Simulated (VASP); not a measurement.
Runs of VASP 6.6.1 on GaAs. The structure is that of space group F-43m (No. 216), or close to it. The cells are those of the table. 

```tsv
cell	gap on the mesh (eV)	pressure (GPa)
a = 4.046 Å, angles 60.0°, 2 atoms	(c)	-1.9
a = 4.085 Å, angles 60.0°, 2 atoms	0.48	-3.6
a = 4.136 Å, angles 60.0°, 2 atoms	0.20	-5.5
a = 4.007 Å, angles 60.0°, 2 atoms	0.94	(a)
a = 3.966 Å, angles 60.0°, 2 atoms	(b)	2.5
a = 3.925 Å, angles 60.0°, 2 atoms	1.45	5.3
a = 3.840 Å, angles 60.0°, 2 atoms	1.51	12.6
```

Alike in all rows: task single point; level r2SCAN; potentials or basis VASP PAW PBE potentials, release 64 (Ga_d, As); no spin polarisation; k mesh 8 × 8 × 8; cutoff (eV) 520; smearing gaussian 0.02 eV.

Fill in the values left out.

(a) 0.1; (b) 1.19; (c) 0.71.

Caveats: the PAW data sets were made with another functional, which shifts forces and pressure a little.

A k mesh can miss the band edges, and the runs leave out spin-orbit coupling on As, Ga.
